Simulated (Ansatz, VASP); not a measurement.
Two plane-wave programs on Ca

```
Ca
1.0
    -2.16253    2.16253    2.16253
     2.16253   -2.16253    2.16253
     2.16253    2.16253   -2.16253
Ca
1
Direct
  0.00000 0.00000 0.00000
```

Alike in both runs: functional PBEsol; k mesh 10 × 10 × 10; occupations fermi-dirac, width 0.05 eV; no spin polarisation.

Ansatz relaxed the structure, and its values are those at the end. VASP's run is a single point on that final structure, the one shown.

```csv
,VASP,Ansatz
version,VASP 6.6.1,Ansatz 0.2.0
potentials or method,"VASP PAW PBE potentials, release 64 (Ca_sv)","PAW with Ansatz's default frozen-core files, scalar-relativistic"
plane-wave cutoff (eV),520,420
valence electrons in the cell,10,10
```

|  | VASP | Ansatz | Ansatz less VASP |
| --- | --- | --- | --- |
| pressure (GPa) | 0.0 | 0.0 | -0.01 |

VASP's potentials were made for PBE, not for PBEsol.
